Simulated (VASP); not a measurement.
Crystal: LuSc4Se3.

```
Lu Sc Se
1.0
     4.85954    0.00000    0.00000
     0.00000    4.85954    0.00000
     0.00000    0.00000    4.85954
Lu Sc Se
1 4 3
Cartesian
  0.0000 0.0000 0.0000
  2.4298 0.0000 0.0000
  0.0000 2.4298 0.0000
  0.0000 0.0000 2.4298
  2.4298 2.4298 2.4298
  0.0000 2.4298 2.4298
  2.4298 0.0000 2.4298
  2.4298 2.4298 0.0000
```

The cell was built from a structure type or drawn by symmetry, and may not be a known phase.

```yaml
Program: VASP 6.6.1
Task: relaxation of cell and atoms
Functional: PBE
Potentials_or_basis: VASP PAW PBE potentials, release 64 (Lu, Sc_sv, Se)
Cutoff: 600 eV
k_mesh: 4 × 4 × 4
Occupations: gaussian, width 0.1 eV
Spin: no spin polarisation
```

At the start: pressure 70.8 GPa; volume 14.34 Å³/atom.

Problem. How do energy, volume and symmetry change on relaxing?

Solution. Over 3 steps the energy falls by 1215.2 meV/atom and the volume is 22.53 Å³/atom (+57.1 %); space group Pm-3m (No. 221, to 0.1 Å) before and after.

Step by step:
| step | energy change (eV) | largest force (eV/Å) | pressure (GPa) | volume (Å³) |
| --- | --- | --- | --- | --- |
| 1 | 0.0000 | 0.0000 | 70.84 | 114.76 |
| 2 | -6.6173 | 0.0000 | -9.64 | 255.63 |
| 3 | -9.7214 | 0.0000 | -0.10 | 180.24 |

Final structure:
```
CELL_PARAMETERS angstrom
5.64873 0.00000 0.00000
0.00000 5.64873 0.00000
0.00000 0.00000 5.64873
ATOMIC_POSITIONS crystal
Lu 0.00000 0.00000 0.00000
Sc 0.50000 0.00000 0.00000
Sc 0.00000 0.50000 0.00000
Sc 0.00000 0.00000 0.50000
Sc 0.50000 0.50000 0.50000
Se 0.00000 0.50000 0.50000
Se 0.50000 0.00000 0.50000
Se 0.50000 0.50000 0.00000
```

Caveat: the volume moved by over 15 % at a fixed basis, so the end points are rough.
